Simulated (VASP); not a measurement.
# BiB (Fm-3m) in VASP: settings compared

BiB is run at these levels: PBE-based screened hybrid with 100 % exact exchange, PBE-based screened hybrid with 35 % exact exchange; tasks: single point.

All numbers are computed with VASP 6.6.1; they aren't measurements. Logs are shortened: lines on timing, memory, paths and dates and some standing lists are left out, and cuts for length are marked.

## Step 1: The cell of the first run

The structure is cubic, space group Fm-3m (No. 225). Conventional cell: a = 5.254 Å, b = 5.254 Å, c = 5.254 Å, α = 90.00°, β = 90.00°, γ = 90.00°. Within 3.5 Å of B (site symmetry m-3m) lie 6 Bi at 2.63 Å. Within 3.5 Å of Bi (site symmetry m-3m) lie 6 B at 2.63 Å.

## Step 2: Single point, PBE-based screened hybrid with 100 % exact exchange

Input file POSCAR:

```
BiB
1.0
    0.0000000000      2.6268329274      2.6268329274
    2.6268329274      0.0000000000      2.6268329274
    2.6268329274      2.6268329274      0.0000000000
B Bi
1 1
Direct
    0.0000000000      0.0000000000      0.0000000000
    0.5000000000      0.5000000000      0.5000000000
```

Input file INCAR.step1:

```
SYSTEM = BiB
  PREC = Accurate
  ENCUT = 520
  EDIFF = 1E-5
  ISMEAR = -1
  SIGMA = 0.02
  LREAL = .False.
  LASPH = .True.
  NELM = 80
  ALGO = Normal
  ISIF = 2
  LWAVE = .True.
  LCHARG = .False.
  GGA = PE
  NBANDS = 16
```

Input file INCAR.step2:

```
SYSTEM = BiB
  PREC = Accurate
  ENCUT = 520
  EDIFF = 1E-6
  ISMEAR = -1
  SIGMA = 0.02
  LREAL = .False.
  LASPH = .True.
  NELM = 80
  ALGO = Normal
  ISIF = 2
  LWAVE = .False.
  LCHARG = .False.
  GGA = PE
  LHFCALC = .True.
  AEXX = 1.0
  HFSCREEN = 0.3
  PRECFOCK = Normal
  ISTART = 1
  NBANDS = 16
  ALDAC = 1.0
  AGGAC = 1.0
```

Input file KPOINTS:

```
regular mesh
0
Gamma
  4 4 4
  0 0 0
```

Potentials or basis: VASP PAW PBE potentials, release 64 (B, Bi_d).

The run is started by

```
$ cat potpaw_PBE.64/B/POTCAR potpaw_PBE.64/Bi_d/POTCAR > POTCAR
$ cp INCAR.step1 INCAR
$ mpirun -np 1 vasp_std > vasp.out
$ cp INCAR.step2 INCAR
$ mpirun -np 1 vasp_std > vasp.out
```

OUTCAR:

```text
SYSTEM = BiB
   PREC = Accurate
   ENCUT = 520
   EDIFF = 1E-6
   ISMEAR = -1
   LREAL = .False.
   LASPH = .True.
   NELM = 80
   ISIF = 2
   GGA = PE
   LHFCALC = .True.
   AEXX = 1.0
   HFSCREEN = 0.3
   PRECFOCK = Normal
   ISTART = 1

 ion  position               nearest neighbor table
   1  0.000  0.000  0.000-   2 2.63   2 2.63   2 2.63   2 2.63   2 2.63   2 2.63
   2  0.500  0.500  0.500-   1 2.63   1 2.63   1 2.63   1 2.63   1 2.63   1 2.63

  LATTYP: Found a face centered cubic cell.
 ALAT       =     5.2536658548

  Lattice vectors:

 A1 = (   0.0000000000,   2.6268329274,   2.6268329274)
 A2 = (   2.6268329274,   0.0000000000,   2.6268329274)
 A3 = (   2.6268329274,   2.6268329274,   0.0000000000)

Analysis of symmetry for initial positions (statically):
=====================================================================
 Subroutine PRICEL returns:
 Original cell was already a primitive cell.

 Routine SETGRP: Setting up the symmetry group for a
 face centered cubic supercell.

 Subroutine GETGRP returns: Found 48 space group operations
 (whereof 48 operations were pure point group operations)
 out of a pool of 48 trial point group operations.

The static configuration has the point symmetry O_h .

Analysis of symmetry for dynamics (positions and initial velocities):
=====================================================================
 Subroutine PRICEL returns:
 Original cell was already a primitive cell.

 Routine SETGRP: Setting up the symmetry group for a
 face centered cubic supercell.

 Subroutine GETGRP returns: Found 48 space group operations
 (whereof 48 operations were pure point group operations)
 out of a pool of 48 trial point group operations.

The dynamic configuration has the point symmetry O_h .

 Subroutine INISYM returns: Found 48 space group operations
 (whereof 48 operations are pure point group operations),
 and found     1 'primitive' translations

----------------------------------------------------------------------------------------

                                     Primitive cell

  volume of cell :      36.2516

  direct lattice vectors                    reciprocal lattice vectors
     0.000000000  2.626832927  2.626832927    -0.190343282  0.190343282  0.190343282
     2.626832927  0.000000000  2.626832927     0.190343282 -0.190343282  0.190343282
     2.626832927  2.626832927  0.000000000     0.190343282  0.190343282 -0.190343282

  length of vectors
     3.714902752  3.714902752  3.714902752     0.329684235  0.329684235  0.329684235

  position of ions in fractional coordinates (direct lattice)
     0.000000000  0.000000000  0.000000000
     0.500000000  0.500000000  0.500000000

  ion indices of the primitive-cell ions
   primitive index   ion index
                 1           1
                 2           2

----------------------------------------------------------------------------------------

 KPOINTS: regular mesh

Automatic generation of k-mesh.
 Grid dimensions read from file:
 generate k-points for:    4    4    4

 Generating k-lattice:

  Cartesian coordinates                     Fractional coordinates (reciprocal lattice)
    -0.047585820  0.047585820  0.047585820     0.250000000  0.000000000  0.000000000
     0.047585820 -0.047585820  0.047585820     0.000000000  0.250000000  0.000000000
     0.047585820  0.047585820 -0.047585820     0.000000000  0.000000000  0.250000000

  Length of vectors
     0.082421059  0.082421059  0.082421059

  Shift w.r.t. Gamma in fractional coordinates (k-lattice)
     0.000000000  0.000000000  0.000000000

 Subroutine IBZKPT returns following result:
 ===========================================

 Found      8 irreducible k-points:

 Following reciprocal coordinates:
            Coordinates               Weight
  0.000000  0.000000  0.000000      1.000000
  0.250000  0.000000  0.000000      8.000000
  0.500000  0.000000  0.000000      4.000000
  0.250000  0.250000  0.000000      6.000000
  0.500000  0.250000  0.000000     24.000000
 -0.250000  0.250000  0.000000     12.000000
  0.500000  0.500000  0.000000      3.000000
 -0.250000  0.500000  0.250000      6.000000
   k-points           NKPTS =      8   k-points in BZ     NKDIM =     64   number of bands    NBANDS=     16
   number of dos      NEDOS =    301   number of ions     NIONS =      2
   total plane-waves  NPLWV =  21952
   dimension x,y,z NGX =    28 NGY =   28 NGZ =   28
   dimension x,y,z NGXF=    56 NGYF=   56 NGZF=   56
   ions per type =               1   1
   NGX,Y,Z   is equivalent  to a cutoff of  12.53, 12.53, 12.53 a.u.
   NGXF,Y,Z  is equivalent  to a cutoff of  25.06, 25.06, 25.06 a.u.
 SYSTEM =  BiB
   PREC   = accura    normal or accurate (medium, high low for compatibility)
   ISTART =      1    job   : 0-new  1-cont  2-samecut
   ICHARG =      0    charge: 1-file 2-atom 10-const
   ISPIN  =      1    spin polarized calculation?
   LNONCOLLINEAR =      F non collinear calculations
   LSORBIT =      F    spin-orbit coupling
   LASPH  =      T    aspherical Exc in radial PAW
   ENCUT  =  520.0 eV  38.22 Ry    6.18 a.u.   6.91  6.91  6.91*2*pi/ulx,y,z
   NELM   =     80;   NELMIN=  2; NELMDL=  0     # of ELM steps
   EDIFF  = 0.1E-05   stopping-criterion for ELM
   LREAL  =      F    real-space projection
   EDIFFG = 0.1E-04   stopping-criterion for IOM
   NSW    =      0    number of steps for IOM
   IBRION =     -1    ionic relax: 0-MD 1-quasi-New 2-CG
   NFREE  =      0    steps in history (QN), initial steepest desc. (CG)
   ISIF   =      2    stress and relaxation
   ISYM   =      3    0-nonsym 1-usesym 2-fastsym
   POTIM  = 0.5000    time-step for ionic-motion
   TEBEG  =    0.0;   TEEND  =   0.0 temperature during run
   PSTRESS=    0.0 pullay stress
   NELECT =      18.0000    total number of electrons
   NUPDOWN=      -1.0000    fix difference up-down
   EMIN   =  10.00;   EMAX   =-10.00  energy-range for DOS
   EFERMI =   0.00;   METHOD = LEGACY
   ISMEAR =    -1;   SIGMA  =   0.02  broadening in eV -4-tet -1-fermi 0-gaus
   EFERMI_NEDOS =   21; number of points for ismear=-14 and -15
   IALGO  =     38    algorithm
   IMIX   =      1    mixing-type and parameters
     AMIX     =   0.40;   BMIX     =  1.00
     AMIX_MAG =   1.60;   BMIX_MAG =  1.00
  volume/ion in A,a.u.               =      18.13       122.32
  Fermi-wavevector in a.u.,A,eV,Ry     =   1.296353  2.449752 22.865007  1.680531
  Thomas-Fermi vector in A             =   2.427815
   LORBIT       =      0    0 simple, 1 ext, 2 COOP (PROOUT), +10 PAW based schemes
   GGA     = PE    functional components
   LHFCALC =     T    Hartree Fock is set to
   PRECFOCK=normal    Normal, Fast or Accurate (Low or Medium for compatibility)
   ENCUT4O =  -1.0   cutoff for four orbital integrals eV
   NKREDX  =     1    reduce k-point grid by
   NKREDY  =     1    reduce k-point grid by
   NKREDZ  =     1    reduce k-point grid by
   AEXX    =    1.0000 exact exchange contribution
   HFSCREEN=    0.3000 screening length (either q_TF or 0.3 A-1)
   HFSCREENC=   0.3000 screening length for correlation (either q_TF or 0.3 A-1)
   ENCUTFOCK=  -1.0 apply spherical cutoff to Coloumb kernel
   IVDW    =     0    specifies the selected vdW correction
   LEPSILON=     F    determine dielectric tensor
   LRPA    =     F    only Hartree local field effects (RPA)
 non-spin polarized calculation
  energy-cutoff  :      520.00
  volume of cell :       36.25
 maximum number of plane-waves:       992
  NGX = 24; NGY = 24; NGZ = 24

 number of electron      18.0000003 magnetization

 Free energy of the ion-electron system (eV)
  ---------------------------------------------------
  ext. energy  EPLUGINS =         0.00000000
  ---------------------------------------------------
  free energy    TOTEN  =       -12.14557123 eV

  energy without entropy =      -12.14220300  energy(sigma->0) =      -12.14388712

 E-fermi :   8.1817     XC(G=0):  -3.8893

 val. band max:        8.0609884865   @ k =   0.0000   0.0000   0.0000
 cond. band min:       8.1920211616   @ k =   0.2500   0.0000   0.0000
 fundamental gap:      0.1310326751
 Fermi energy:         8.1817225452

 k-point     1 :       0.0000    0.0000    0.0000
  band No.  band energies     occupation
      1     -22.7412      2.00000
      2     -22.7385      2.00000
      3     -22.7361      2.00000
      4     -22.7348      2.00000
      5     -22.7316      2.00000
      6     -11.9656      2.00000
[... 8 lines left out ...]
     15      18.1262      0.00000
     16      18.1394      0.00000

 k-point     2 :       0.2500    0.0000    0.0000
  band No.  band energies     occupation
      1     -22.7661      2.00000
      2     -22.7650      2.00000
      3     -22.7345      2.00000
      4     -22.6949      2.00000
      5     -22.6924      2.00000
      6     -10.5563      2.00000
[... 8 lines left out ...]
     15      20.2494      0.00000
     16      20.2781      0.00000

 k-point     3 :       0.5000    0.0000    0.0000
  band No.  band energies     occupation
      1     -22.7957      2.00000
      2     -22.7949      2.00000
      3     -22.7334      2.00000
      4     -22.6511      2.00000
      5     -22.6490      2.00000
      6      -7.3275      2.00000
[... 8 lines left out ...]
     15      24.6597      0.00000
     16      24.6837      0.00000

 k-point     4 :       0.2500    0.2500    0.0000
  band No.  band energies     occupation
      1     -22.8072      2.00000
      2     -22.7616      2.00000
      3     -22.7092      2.00000
      4     -22.6838      2.00000
      5     -22.6794      2.00000
      6     -10.0771      2.00000
[... 8 lines left out ...]
     15      23.5930      0.00000
     16      23.6078      0.00000

 k-point     5 :       0.5000    0.2500    0.0000
  band No.  band energies     occupation
      1     -22.8321      2.00000
      2     -22.7394      2.00000
      3     -22.7363      2.00000
      4     -22.6647      2.00000
      5     -22.6394      2.00000
      6      -7.0780      2.00000
[... 8 lines left out ...]
     15      24.0681      0.00000
     16      24.9698      0.00000

 k-point     6 :      -0.2500    0.2500    0.0000
  band No.  band energies     occupation
      1     -22.7923      2.00000
      2     -22.7678      2.00000
      3     -22.7131      2.00000
      4     -22.6771      2.00000
      5     -22.6735      2.00000
      6      -8.2823      2.00000
[... 8 lines left out ...]
     15      21.2869      0.00000
     16      23.3961      0.00000

 k-point     7 :       0.5000    0.5000    0.0000
  band No.  band energies     occupation
      1     -22.8824      2.00000
      2     -22.7869      2.00000
      3     -22.6850      2.00000
      4     -22.6238      2.00000
      5     -22.6196      2.00000
      6      -6.0213      2.00000
[... 8 lines left out ...]
     15      26.9567      0.00000
     16      28.2163      0.00000

 k-point     8 :      -0.2500    0.5000    0.2500
  band No.  band energies     occupation
      1     -22.8311      2.00000
      2     -22.7356      2.00000
      3     -22.7100      2.00000
      4     -22.7058      2.00000
      5     -22.6196      2.00000
      6      -5.3732      2.00000
[... 8 lines left out ...]
     15      21.8908      0.00000
     16      28.4108      0.00000

------------------------ aborting loop because EDIFF is reached ----------------------------------------

  FORCE on cell =-STRESS in cart. coord.  units (eV):
  Direction    XX          YY          ZZ          XY          YZ          ZX
  --------------------------------------------------------------------------------------
  -------------------------------------------------------------------------------------
  Total       -0.9451259     -0.9451259     -0.9451259      0.0000000     -0.0000000      0.0000000
  in kB      -41.7708091    -41.7708091    -41.7708091      0.0000000     -0.0000000      0.0000000
  external PRESSURE =     -41.7708091 kB  Pullay stress =       0.0000000 kB

 VOLUME and BASIS-vectors are now :
 -----------------------------------------------------------------------------
  energy-cutoff  :      520.00
  volume of cell :       36.25
      direct lattice vectors                 reciprocal lattice vectors
     0.000000000  2.626832927  2.626832927    -0.190343282  0.190343282  0.190343282
     2.626832927  0.000000000  2.626832927     0.190343282 -0.190343282  0.190343282
     2.626832927  2.626832927  0.000000000     0.190343282  0.190343282 -0.190343282

 POSITION                                       TOTAL-FORCE (eV/Angst)
 -----------------------------------------------------------------------------------
      0.00000      0.00000      0.00000         0.000000      0.000000      0.000000
      2.62683      2.62683      2.62683        -0.000000      0.000000     -0.000000
 -----------------------------------------------------------------------------------
    total drift:                               -0.000001     -0.000002     -0.000002

  FREE ENERGIE OF THE ION-ELECTRON SYSTEM (eV)
  ---------------------------------------------------
  free  energy   TOTEN  =       -12.1455712289 eV

  energy  without entropy=      -12.1422030038  energy(sigma->0) =      -12.14388712
```

Wall time 23 min (1 thread of AMD EPYC 7R43 (Zen 3), shared host); peak memory 0.23 GiB.

Results:

```
Free energy            : -12.1456 eV
Pressure               : -4.2 GPa
Band gap on the k mesh : zero (bands 9 and 10 overlap by 5.91 eV)
```

Caveat: the k points lie up to 0.52 Å⁻¹ apart, too coarse for converged energies and pressures of a metal; the PAW data sets were made with another functional, which shifts forces and pressure a little; spin-orbit coupling is left out, which moves the levels of the heavy elements.

## Step 3: Single point, PBE-based screened hybrid with 35 % exact exchange

POSCAR is that of step 2.

Input file INCAR.step1:

```
SYSTEM = BiB
PREC     = Accurate       ! precision mode
ENCUT    = 520            ! plane-wave cutoff, eV
EDIFF    = 1E-5           ! SCF threshold, eV
ISMEAR   = -1             ! smearing method
SIGMA    = 0.02           ! smearing width, eV
LREAL    = .FALSE.        ! projectors in reciprocal space
LASPH    = .TRUE.         ! aspherical terms in the spheres
NELM     = 100            ! most SCF steps
ALGO     = Normal         ! electronic algorithm
ISIF     = 2              ! what is computed and relaxed
LWAVE    = .TRUE.         ! write WAVECAR
LCHARG   = .FALSE.        ! write CHGCAR
GGA      = PE             ! functional
NBANDS   = 16             ! bands
```

Input file INCAR.step2:

```
SYSTEM = BiB
PREC     = Accurate       ! precision mode
ENCUT    = 520            ! plane-wave cutoff, eV
EDIFF    = 1E-7           ! SCF threshold, eV
ISMEAR   = -1             ! smearing method
SIGMA    = 0.02           ! smearing width, eV
LREAL    = .FALSE.        ! projectors in reciprocal space
LASPH    = .TRUE.         ! aspherical terms in the spheres
NELM     = 100            ! most SCF steps
ALGO     = Normal         ! electronic algorithm
ISIF     = 2              ! what is computed and relaxed
LWAVE    = .FALSE.        ! write WAVECAR
LCHARG   = .FALSE.        ! write CHGCAR
GGA      = PE             ! functional
LHFCALC  = .TRUE.         ! exact exchange
AEXX     = 0.35           ! exact-exchange fraction
HFSCREEN = 0.3            ! screening, 1/A
PRECFOCK = Normal       
ISTART   = 1            
NBANDS   = 16             ! bands
```

Input file KPOINTS:

```
Automatic mesh
0
G
  4 4 4
  0 0 0
```

Potentials or basis: VASP PAW PBE potentials, release 64 (B, Bi_d).

The run is started by

```
$ cat potpaw_PBE.64/B/POTCAR potpaw_PBE.64/Bi_d/POTCAR > POTCAR
$ cp INCAR.step1 INCAR
$ mpirun -np 1 vasp_std > vasp.out
$ cp INCAR.step2 INCAR
$ mpirun -np 1 vasp_std > vasp.out
```

Run time: 16 min. Hardware: 1 thread of AMD EPYC 7R43 (Zen 3), shared host; peak memory 0.24 GiB.

It converged, with:

```yaml
Free_energy: -9.3711 eV
Pressure: 0.5 GPa
Band_gap_on_the_k_mesh: zero (bands 9 and 10 overlap by 4.62 eV)
```

Levels at points of the mesh, in eV from the Fermi level:
```
           k point  band 5  band 6  band 7  band 8  band 9  band 10  band 11  band 12  band 13  band 14
(0.00, 0.00, 0.00)  -25.77  -16.40   -0.25   -0.25   -0.25     0.05     7.35     7.35     7.35     8.84
(0.50, 0.00, 0.00)  -25.71  -12.95  -10.08    1.06    1.06     1.90     1.90     3.02     3.24    11.61
(0.50, 0.50, 0.00)  -25.68  -11.87   -7.31   -5.07   -3.56    -3.56     4.12     9.55     9.55    10.41
```

Caveat: the k points lie up to 0.52 Å⁻¹ apart, too coarse for converged energies and pressures of a metal; the PAW data sets were made with another functional, which shifts forces and pressure a little; spin-orbit coupling is left out, which moves the levels of the heavy elements.
